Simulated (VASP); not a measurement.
# NaF (Fm-3m) in VASP: a series of runs

Runs on NaF. Level: PBE+D4. Tasks: single point, relaxation of cell and atoms.

Everything below comes from runs of VASP 6.6.1. Logs are shortened: lines on timing, memory, paths and dates and some standing lists are left out, and cuts for length are marked.

## Step 1: The cell of the first run

The structure is cubic, space group Fm-3m (No. 225). Conventional cell: a = 4.677 Å, b = 4.677 Å, c = 4.677 Å, α = 90.00°, β = 90.00°, γ = 90.00°. Within 3.1 Å of Na (site symmetry m-3m) lie 6 F at 2.34 Å. Within 3.1 Å of F (site symmetry m-3m) lie 6 Na at 2.34 Å.

## Step 2: Single point, PBE+D4

Contents of INCAR:

```
PREC = Accurate ; ENCUT = 520
EDIFF = 1E-6 ; ISMEAR = 0
SIGMA = 0.01 ; LREAL = F
LASPH = T ; NELM = 80
ALGO = Normal ; ISIF = 2
LWAVE = F ; LCHARG = F
GGA = PE ; IVDW = 13
NBANDS = 14
```

Contents of KPOINTS:

```
Automatic mesh
0
Gamma
  6 6 6
```

Contents of POSCAR:

```
NaF
1.0
    0.0000000000      2.3387489716      2.3387489716
    2.3387489716      0.0000000000      2.3387489716
    2.3387489716      2.3387489716      0.0000000000
Na F
1 1
Direct
    0.0000000000      0.0000000000      0.0000000000
    0.5000000000      0.5000000000      0.5000000000
```

Potentials or basis: VASP PAW PBE potentials, release 64 (Na_pv, F).

Run with:

```console
$ cat potpaw_PBE.64/Na_pv/POTCAR potpaw_PBE.64/F/POTCAR > POTCAR
$ mpirun -np 1 vasp_std > vasp.out
```

OUTCAR:

```text
PREC = Accurate
   ENCUT = 520
   EDIFF = 1E-6
   ISMEAR = 0
   LREAL = F
   LASPH = T
   NELM = 80
   ISIF = 2
   GGA = PE
   IVDW = 13

 ion  position               nearest neighbor table
   1  0.000  0.000  0.000-   2 2.34   2 2.34   2 2.34   2 2.34   2 2.34   2 2.34
   2  0.500  0.500  0.500-   1 2.34   1 2.34   1 2.34   1 2.34   1 2.34   1 2.34

  LATTYP: Found a face centered cubic cell.
 ALAT       =     4.6774979432

  Lattice vectors:

 A1 = (   0.0000000000,   2.3387489716,   2.3387489716)
 A2 = (   2.3387489716,   0.0000000000,   2.3387489716)
 A3 = (   2.3387489716,   2.3387489716,   0.0000000000)

Analysis of symmetry for initial positions (statically):
=====================================================================
 Subroutine PRICEL returns:
 Original cell was already a primitive cell.

 Routine SETGRP: Setting up the symmetry group for a
 face centered cubic supercell.

 Subroutine GETGRP returns: Found 48 space group operations
 (whereof 48 operations were pure point group operations)
 out of a pool of 48 trial point group operations.

The static configuration has the point symmetry O_h .

Analysis of symmetry for dynamics (positions and initial velocities):
=====================================================================
 Subroutine PRICEL returns:
 Original cell was already a primitive cell.

 Routine SETGRP: Setting up the symmetry group for a
 face centered cubic supercell.

 Subroutine GETGRP returns: Found 48 space group operations
 (whereof 48 operations were pure point group operations)
 out of a pool of 48 trial point group operations.

The dynamic configuration has the point symmetry O_h .

 Subroutine INISYM returns: Found 48 space group operations
 (whereof 48 operations are pure point group operations),
 and found     1 'primitive' translations

----------------------------------------------------------------------------------------

                                     Primitive cell

  volume of cell :      25.5847

  direct lattice vectors                    reciprocal lattice vectors
     0.000000000  2.338748972  2.338748972    -0.213789511  0.213789511  0.213789511
     2.338748972  0.000000000  2.338748972     0.213789511 -0.213789511  0.213789511
     2.338748972  2.338748972  0.000000000     0.213789511  0.213789511 -0.213789511

  length of vectors
     3.307490515  3.307490515  3.307490515     0.370294296  0.370294296  0.370294296

  position of ions in fractional coordinates (direct lattice)
     0.000000000  0.000000000  0.000000000
     0.500000000  0.500000000  0.500000000

  ion indices of the primitive-cell ions
   primitive index   ion index
                 1           1
                 2           2

----------------------------------------------------------------------------------------

 KPOINTS: Automatic mesh

Automatic generation of k-mesh.
 Grid dimensions read from file:
 generate k-points for:    6    6    6

 Generating k-lattice:

  Cartesian coordinates                     Fractional coordinates (reciprocal lattice)
    -0.035631585  0.035631585  0.035631585     0.166666667  0.000000000  0.000000000
     0.035631585 -0.035631585  0.035631585     0.000000000  0.166666667  0.000000000
     0.035631585  0.035631585 -0.035631585     0.000000000  0.000000000  0.166666667

  Length of vectors
     0.061715716  0.061715716  0.061715716

  Shift w.r.t. Gamma in fractional coordinates (k-lattice)
     0.000000000  0.000000000  0.000000000

 Subroutine IBZKPT returns following result:
 ===========================================

 Found     16 irreducible k-points:

 Following reciprocal coordinates:
            Coordinates               Weight
  0.000000  0.000000  0.000000      1.000000
  0.166667  0.000000  0.000000      8.000000
  0.333333  0.000000  0.000000      8.000000
  0.500000  0.000000  0.000000      4.000000
  0.166667  0.166667  0.000000      6.000000
  0.333333  0.166667  0.000000     24.000000
[... 8 lines left out ...]
 -0.333333  0.333333  0.166667     24.000000
 -0.333333  0.500000  0.166667     12.000000
   k-points           NKPTS =     16   k-points in BZ     NKDIM =     16   number of bands    NBANDS=     14
   number of dos      NEDOS =    301   number of ions     NIONS =      2
   total plane-waves  NPLWV =  21952
   dimension x,y,z NGX =    28 NGY =   28 NGZ =   28
   dimension x,y,z NGXF=    56 NGYF=   56 NGZF=   56
   ions per type =               1   1
   NGX,Y,Z   is equivalent  to a cutoff of  14.07, 14.07, 14.07 a.u.
   NGXF,Y,Z  is equivalent  to a cutoff of  28.15, 28.15, 28.15 a.u.
 SYSTEM =  unknown system
   PREC   = accura    normal or accurate (medium, high low for compatibility)
   ISTART =      0    job   : 0-new  1-cont  2-samecut
   ICHARG =      2    charge: 1-file 2-atom 10-const
   ISPIN  =      1    spin polarized calculation?
   LNONCOLLINEAR =      F non collinear calculations
   LSORBIT =      F    spin-orbit coupling
   LASPH  =      T    aspherical Exc in radial PAW
   ENCUT  =  520.0 eV  38.22 Ry    6.18 a.u.   6.15  6.15  6.15*2*pi/ulx,y,z
   NELM   =     80;   NELMIN=  2; NELMDL= -5     # of ELM steps
   EDIFF  = 0.1E-05   stopping-criterion for ELM
   LREAL  =      F    real-space projection
   EDIFFG = 0.1E-04   stopping-criterion for IOM
   NSW    =      0    number of steps for IOM
   IBRION =     -1    ionic relax: 0-MD 1-quasi-New 2-CG
   NFREE  =      0    steps in history (QN), initial steepest desc. (CG)
   ISIF   =      2    stress and relaxation
   ISYM   =      2    0-nonsym 1-usesym 2-fastsym
   POTIM  = 0.5000    time-step for ionic-motion
   TEBEG  =    0.0;   TEEND  =   0.0 temperature during run
   PSTRESS=    0.0 pullay stress
   NELECT =      14.0000    total number of electrons
   NUPDOWN=      -1.0000    fix difference up-down
   EMIN   =  10.00;   EMAX   =-10.00  energy-range for DOS
   EFERMI =   0.00;   METHOD = LEGACY
   ISMEAR =     0;   SIGMA  =   0.01  broadening in eV -4-tet -1-fermi 0-gaus
   EFERMI_NEDOS =   21; number of points for ismear=-14 and -15
   IALGO  =     38    algorithm
   IMIX   =      4    mixing-type and parameters
     AMIX     =   0.40;   BMIX     =  1.00
     AMIX_MAG =   1.60;   BMIX_MAG =  1.00
  volume/ion in A,a.u.               =      12.79        86.33
  Fermi-wavevector in a.u.,A,eV,Ry     =   1.339031  2.530401 24.395294  1.793003
  Thomas-Fermi vector in A             =   2.467455
   LORBIT       =      0    0 simple, 1 ext, 2 COOP (PROOUT), +10 PAW based schemes
   GGA     = PE    functional components
   LHFCALC =     F    Hartree Fock is set to
   AEXX    =    0.0000 exact exchange contribution
   IVDW    =    13    specifies the selected vdW correction
   LEPSILON=     F    determine dielectric tensor
   LRPA    =     F    only Hartree local field effects (RPA)
 non-spin polarized calculation
 Gauss-broadening in eV      SIGMA  =   0.01
  energy-cutoff  :      520.00
  volume of cell :       25.58
 maximum number of plane-waves:       701
 NGX is ok and might be reduce to    28
   NGX = 13   NGY = 13   NGZ = 13

 number of electron      14.0000006 magnetization

 Free energy of the ion-electron system (eV)
  ---------------------------------------------------
  ext. energy  EPLUGINS =         0.00000000
  ---------------------------------------------------
  free energy    TOTEN  =        -8.56820941 eV

  energy without entropy =       -8.56820941  energy(sigma->0) =       -8.56820941

 E-fermi :  -2.1297     XC(G=0):  -9.0225

 val. band max:       -2.2036318843   @ k =   0.0000   0.0000   0.0000
 cond. band min:       3.9463562009   @ k =   0.0000   0.0000   0.0000
 fundamental gap:      6.1499880852
 Fermi energy:        -2.1296527571

 k-point     1 :       0.0000    0.0000    0.0000
  band No.  band energies     occupation
      1     -21.3315      2.00000
      2     -21.2350      2.00000
      3     -21.2350      2.00000
      4     -21.2350      2.00000
      5      -2.2036      2.00000
      6      -2.2036      2.00000
      7      -2.2036      2.00000
      8       3.9464      0.00000
      9      16.5715      0.00000
     10      16.5715      0.00000
     11      16.5716      0.00000
     12      19.3762      0.00000
     13      21.5221      0.00000
     14      21.5221      0.00000

 k-point     2 :       0.1667    0.0000    0.0000
  band No.  band energies     occupation
      1     -21.6514      2.00000
      2     -21.2379      2.00000
      3     -21.2379      2.00000
      4     -20.8828      2.00000
      5      -2.6712      2.00000
      6      -2.2649      2.00000
      7      -2.2649      2.00000
      8       4.8565      0.00000
      9      14.1155      0.00000
     10      16.9520      0.00000
     11      16.9520      0.00000
     12      20.6463      0.00000
     13      20.6463      0.00000
     14      21.6719      0.00000

 k-point     3 :       0.3333    0.0000    0.0000
  band No.  band energies     occupation
      1     -21.8993      2.00000
      2     -21.2435      2.00000
      3     -21.2435      2.00000
      4     -20.5696      2.00000
      5      -3.4161      2.00000
      6      -2.3849      2.00000
      7      -2.3849      2.00000
      8       6.8211      0.00000
      9      11.5894      0.00000
     10      17.5185      0.00000
     11      17.5185      0.00000
     12      20.1613      0.00000
     13      20.1613      0.00000
     14      21.4159      0.00000
[... 188 lines left out ...]
 k-point    15 :      -0.3333    0.3333    0.1667
  band No.  band energies     occupation
      1     -21.7430      2.00000
      2     -21.3033      2.00000
      3     -21.2816      2.00000
      4     -20.6499      2.00000
      5      -3.2941      2.00000
      6      -2.9039      2.00000
      7      -2.5980      2.00000
      8      10.0109      0.00000
      9      10.4904      0.00000
     10      13.6580      0.00000
     11      15.4837      0.00000
     12      20.1154      0.00000
     13      20.7966      0.00000
     14      25.2704      0.00000

 k-point    16 :      -0.3333    0.5000    0.1667
  band No.  band energies     occupation
      1     -21.5654      2.00000
      2     -21.3418      2.00000
      3     -21.3026      2.00000
      4     -20.7922      2.00000
      5      -3.2455      2.00000
      6      -2.8281      2.00000
      7      -2.7130      2.00000
      8      10.7692      0.00000
      9      10.9048      0.00000
     10      12.0836      0.00000
     11      15.1754      0.00000
     12      18.9205      0.00000
     13      23.3215      0.00000
     14      23.5385      0.00000

------------------------ aborting loop because EDIFF is reached ----------------------------------------

  DFT-D4 for vdW energy calculation

  Edisp (eV):   -0.10039

  FORCE on cell =-STRESS in cart. coord.  units (eV):
  Direction    XX          YY          ZZ          XY          YZ          ZX
  --------------------------------------------------------------------------------------
  -------------------------------------------------------------------------------------
  Total      -0.02067    -0.02067    -0.02067     0.00000     0.00000    -0.00000
  in kB      -1.29456    -1.29456    -1.29456     0.00000     0.00000    -0.00000
  external pressure =       -1.29 kB  Pullay stress =        0.00 kB

 VOLUME and BASIS-vectors are now :
 -----------------------------------------------------------------------------
  energy-cutoff  :      520.00
  volume of cell :       25.58
      direct lattice vectors                 reciprocal lattice vectors
     0.000000000  2.338748972  2.338748972    -0.213789511  0.213789511  0.213789511
     2.338748972  0.000000000  2.338748972     0.213789511 -0.213789511  0.213789511
     2.338748972  2.338748972  0.000000000     0.213789511  0.213789511 -0.213789511

 POSITION                                       TOTAL-FORCE (eV/Angst)
 -----------------------------------------------------------------------------------
      0.00000      0.00000      0.00000        -0.000000      0.000000      0.000000
      2.33875      2.33875      2.33875         0.000000     -0.000000     -0.000000
 -----------------------------------------------------------------------------------
    total drift:                                0.000000      0.000000      0.000000

  FREE ENERGIE OF THE ION-ELECTRON SYSTEM (eV)
  ---------------------------------------------------
  free  energy   TOTEN  =        -8.6685955814 eV

  energy  without entropy=       -8.6685955814  energy(sigma->0) =       -8.66859558
```

Run time: 8.3 s. Hardware: 1 thread of Intel Xeon Platinum 8259CL at 2.50GHz (Skylake/Cascade Lake), shared host; peak memory 0.15 GiB.

What came out:

```
Free energy                : -8.6686 eV
Pressure                   : -0.1 GPa
Band gap on the k mesh     : 6.15 eV
Dispersion energy per atom : -0.050 eV
```

## Step 3: Relaxation of cell and atoms, PBE+D4

This run uses another cell than the first one, of 12.49 Å³/atom.

Contents of INCAR:

```
SYSTEM = NaF
  ALGO = Normal
  EDIFF = 1E-6
  EDIFFG = -0.005
  ENCUT = 600
  GGA = PE
  IBRION = 2
  ISIF = 3
  ISMEAR = 0
  IVDW = 13
  LASPH = .True.
  LCHARG = .False.
  LREAL = .False.
  LWAVE = .False.
  NELM = 100
  NSW = 80
  PREC = Accurate
  SIGMA = 0.01
```

Contents of KPOINTS:

```
k-points
0
Gamma
  6 6 6
  0 0 0
```

Contents of POSCAR:

```
NaF
1.0
    0.0000000000      2.3200000000      2.3200000000
    2.3200000000      0.0000000000      2.3200000000
    2.3200000000      2.3200000000      0.0000000000
Na F
1 1
Direct
    0.0000000000      0.0000000000      0.0000000000
    0.5000000000      0.5000000000      0.5000000000
```

Potentials or basis: VASP PAW PBE potentials, release 64 (Na_pv, F).

Run with:

```console
$ cat potpaw_PBE.64/Na_pv/POTCAR potpaw_PBE.64/F/POTCAR > POTCAR
$ mpirun -np 1 vasp_std > vasp.out
```

Run time: 20 s. Hardware: 1 thread of Intel Xeon Platinum 8259CL at 2.50GHz (Skylake/Cascade Lake), shared host; peak memory 0.15 GiB.

The run converged. Its results:

| Item | Value |
| --- | --- |
| Free energy | -8.6692 eV |
| Relaxed volume | 12.74 Å³/atom |
| Relaxed cell | a = 3.303 Å, b = 3.303 Å, c = 3.303 Å, α = 60.00°, β = 60.00°, γ = 60.00° |
| Space group after relaxing (to 0.1 Å) | Fm-3m (No. 225) |
| Energy gained by relaxing | 0.8 meV/atom |
| Ionic steps | 4 |
| Pressure after relaxing | 0.0 GPa |
| Band gap on the k mesh | 6.17 eV |
| Dispersion energy per atom | -0.050 eV |

Step by step:
| step | energy change (eV) | largest force (eV/Å) | pressure (GPa) | volume (Å³) |
| --- | --- | --- | --- | --- |
| 1 | 0.0000 | 0.0000 | 0.99 | 24.97 |
| 2 | -0.0012 | 0.0000 | 0.41 | 25.25 |
| 3 | -0.0015 | 0.0000 | 0.12 | 25.41 |
| 4 | -0.0016 | 0.0000 | -0.01 | 25.48 |

Final structure:
```xyz
2
Lattice="0.0000 2.3356 2.3356 2.3356 0.0000 2.3356 2.3356 2.3356 0.0000" Properties=species:S:1:pos:R:3 pbc="T T T"
Na    2.3356    4.6713    2.3356
F     2.3356    2.3356    2.3356
```

Levels at points of the mesh, in eV from the valence-band top:
```
           k point  band 3  band 4  band 5  band 6  band 7  band 8  band 9  band 10  band 11
(0.00, 0.00, 0.00)  -19.02  -19.02    0.00    0.00    0.00    6.17   18.81    18.81    18.81
(0.50, 0.00, 0.00)  -19.03  -18.24   -1.54   -0.24   -0.24   10.64   12.26    19.85    19.85
(0.50, 0.50, 0.00)  -19.07  -18.90   -1.24   -0.39   -0.39   12.96   13.22    13.37    19.46
```
